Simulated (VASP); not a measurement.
# MgO (Periclase) (Fm-3m) in VASP: further runs, part 2 of 2

VASP 6.6.1. The steps go on from the part before.

## (3) Single point, PBE

INCAR reads:

```
SYSTEM = MgO
PREC = Accurate
ENCUT = 600
EDIFF = 1E-6
ISMEAR = 0
SIGMA = 0.01
LREAL = .FALSE.
LASPH = .TRUE.
NELM = 120
ALGO = Normal
ISIF = 2
LWAVE = .FALSE.
LCHARG = .FALSE.
GGA = PE
NBANDS = 11
GGA_COMPAT = .FALSE.
```

KPOINTS reads:

```
regular mesh
0
G
  10 10 10
  0 0 0
```

POSCAR reads:

```
MgO
1.0
    0.0000000000      2.0735332027      2.0735332027
    2.0735332027      0.0000000000      2.0735332027
    2.0735332027      2.0735332027      0.0000000000
Mg O
1 1
Direct
    0.0000000000      0.0000000000      0.0000000000
    0.5000000000      0.5000000000      0.5000000000
```

Potentials or basis: VASP PAW PBE potentials, release 64 (Mg, O).

On the command line:

```bash
> cat potpaw_PBE.64/Mg/POTCAR potpaw_PBE.64/O/POTCAR > POTCAR
> mpirun -np 1 vasp_std > vasp.out
```

OUTCAR:

```text
SYSTEM = MgO
   PREC = Accurate
   ENCUT = 600
   EDIFF = 1E-6
   ISMEAR = 0
   LREAL = .FALSE.
   LASPH = .TRUE.
   NELM = 120
   ISIF = 2
   GGA = PE

 ion  position               nearest neighbor table
   1  0.000  0.000  0.000-   2 2.07   2 2.07   2 2.07   2 2.07   2 2.07   2 2.07
   2  0.500  0.500  0.500-   1 2.07   1 2.07   1 2.07   1 2.07   1 2.07   1 2.07

  LATTYP: Found a face centered cubic cell.
 ALAT       =     4.1470664054

  Lattice vectors:

 A1 = (   0.0000000000,   2.0735332027,   2.0735332027)
 A2 = (   2.0735332027,   0.0000000000,   2.0735332027)
[... 522 lines left out ...]

  FORCE on cell =-STRESS in cart. coord.  units (eV):
  Direction    XX          YY          ZZ          XY          YZ          ZX
  --------------------------------------------------------------------------------------
  -------------------------------------------------------------------------------------
  Total        1.3699898      1.3699898      1.3699898     -0.0000000      0.0000000      0.0000000
  in kB      123.1019503    123.1019503    123.1019503     -0.0000000      0.0000000      0.0000000
  external PRESSURE =     123.1019503 kB  Pullay stress =       0.0000000 kB

 VOLUME and BASIS-vectors are now :
 -----------------------------------------------------------------------------
  energy-cutoff  :      600.00
  volume of cell :       17.83
      direct lattice vectors                 reciprocal lattice vectors
     0.000000000  2.073533203  2.073533203    -0.241134311  0.241134311  0.241134311
     2.073533203  0.000000000  2.073533203     0.241134311 -0.241134311  0.241134311
     2.073533203  2.073533203  0.000000000     0.241134311  0.241134311 -0.241134311

 POSITION                                       TOTAL-FORCE (eV/Angst)
 -----------------------------------------------------------------------------------
      0.00000      0.00000      0.00000         0.000000     -0.000000      0.000000
      2.07353      2.07353      2.07353        -0.000000      0.000000     -0.000000
 -----------------------------------------------------------------------------------
    total drift:                               -0.000000     -0.000000      0.000000

  FREE ENERGIE OF THE ION-ELECTRON SYSTEM (eV)
  ---------------------------------------------------
  free  energy   TOTEN  =       -11.8650465044 eV

  energy  without entropy=      -11.8650465044  energy(sigma->0) =      -11.86504650
```

OSZICAR:

```text
N       E                     dE             d eps       ncg     rms          rms(c)
DAV:   1     0.169365152460E+02    0.16937E+02   -0.50028E+03  1146   0.733E+02
DAV:   2    -0.127885851891E+02   -0.29725E+02   -0.28644E+02  1172   0.146E+02
DAV:   3    -0.134342944241E+02   -0.64571E+00   -0.64531E+00  1256   0.190E+01
DAV:   4    -0.134358163024E+02   -0.15219E-02   -0.15218E-02  1124   0.104E+00
DAV:   5    -0.134358210463E+02   -0.47439E-05   -0.47439E-05  1193   0.570E-02    0.727E+00
DAV:   6    -0.118799644066E+02    0.15559E+01   -0.84404E+00  1091   0.164E+01    0.215E+00
DAV:   7    -0.118702902550E+02    0.96742E-02   -0.54574E-02  1118   0.209E+00    0.134E+00
DAV:   8    -0.118654070053E+02    0.48832E-02   -0.25302E-02  1091   0.182E+00    0.226E-01
DAV:   9    -0.118650496553E+02    0.35735E-03   -0.58511E-04  1178   0.167E-01    0.126E-01
DAV:  10    -0.118650450940E+02    0.45612E-05   -0.52426E-04  1136   0.169E-01    0.114E-02
DAV:  11    -0.118650466506E+02   -0.15565E-05   -0.32009E-06  1187   0.156E-02    0.499E-03
DAV:  12    -0.118650465044E+02    0.14614E-06   -0.58549E-07   631   0.610E-03
   1 F= -.11865047E+02 E0= -.11865047E+02  d E =-.858075E-51
```

stdout:

```text
POSCAR found type information on POSCAR MgO
 POSCAR found :  2 types and       2 ions
 scaLAPACK will be used
 LDA part: xc-table for (Slater+PW92), standard interpolation
 POSCAR, INCAR and KPOINTS ok, starting setup
 FFT: planning ... GRIDC
 FFT: planning ... GRID_SOFT
 FFT: planning ... GRID
 WAVECAR not read
 entering main loop
```

Wall time 6.8 s (1 thread of Intel Xeon Platinum 8488C (Sapphire Rapids), shared host); peak memory 0.14 GiB.

Results:

```yaml
Free_energy: -11.8650 eV
Pressure: 12.3 GPa
Band_gap_on_the_k_mesh: 5.20 eV, direct
```

Levels at points of the mesh, in eV from the valence-band top:
```
           k point  band 1  band 2  band 3  band 4  band 5  band 6  band 7  band 8  band 9
(0.00, 0.00, 0.00)  -17.51    0.00    0.00    0.00    5.20   16.07   16.07   16.07   20.11
(0.50, 0.00, 0.00)  -16.10   -4.82   -0.71   -0.71    8.20   13.14   16.80   16.80   21.61
(0.50, 0.50, 0.00)  -15.83   -4.28   -1.41   -1.41    9.17   10.49   13.60   19.70   19.70
```

## (4) Single point, PBE

INCAR reads:

```
PREC     = Accurate       # precision mode
ENCUT    = 600            # plane-wave cutoff, eV
EDIFF    = 1E-6           # SCF threshold, eV
ISMEAR   = 0              # smearing method
SIGMA    = 0.02           # smearing width, eV
LREAL    = F              # projectors in reciprocal space
LASPH    = T              # aspherical terms in the spheres
NELM     = 120            # most SCF steps
ALGO     = Normal         # electronic algorithm
ISIF     = 2              # what is computed and relaxed
LWAVE    = F              # write WAVECAR
LCHARG   = F              # write CHGCAR
GGA      = PE             # functional
NBANDS   = 11             # bands
GGA_COMPAT= F
```

KPOINTS reads:

```
regular mesh
0
Gamma
  10 10 10
```

POSCAR is that of step 3.

On the command line:

```bash
> cat potpaw_PBE.64/Mg/POTCAR potpaw_PBE.64/O/POTCAR > POTCAR
> mpirun -np 1 vasp_std > vasp.out
```

It took 7.5 s on 1 thread of Intel Xeon Platinum 8488C (Sapphire Rapids), shared host; peak memory 0.14 GiB.

It converged, with:

```yaml
Free_energy: -11.8650 eV
Pressure: 12.3 GPa
Band_gap_on_the_k_mesh: 5.20 eV, direct
```

Levels at points of the mesh, in eV from the valence-band top:
```tsv
k point	band 2	band 3	band 4	band 5	band 6	band 7
(0.00, 0.00, 0.00)	0.00	0.00	0.00	5.20	16.07	16.07
(0.50, 0.00, 0.00)	-4.82	-0.71	-0.71	8.20	13.14	16.80
(0.50, 0.50, 0.00)	-4.28	-1.41	-1.41	9.17	10.49	13.60
```

## (5) The runs side by side

| cell | k mesh | smearing | gap on the mesh (eV) | pressure (GPa) |
| --- | --- | --- | --- | --- |
| a = 2.934 Å, angles 60.0°, 2 atoms | 8 × 8 × 8 | gaussian 0.1 eV | 5.18 | 12.0 |
| a = 2.932 Å, angles 60.0°, 2 atoms | 10 × 10 × 10 | gaussian 0.01 eV | 5.20 | 12.3 |
| a = 2.932 Å, angles 60.0°, 2 atoms | 10 × 10 × 10 | gaussian 0.02 eV | 5.20 | 12.3 |

Alike in all rows: task single point; level PBE; potentials or basis VASP PAW PBE potentials, release 64 (Mg, O); no spin polarisation; cutoff (eV) 600.

On the cell as given the gap runs from 5.18 eV (PBE) to 5.20 eV (PBE); the meshes differ, which moves gaps too.

Total energies depend on the potentials used, so only differences within one code and one set of settings carry meaning.
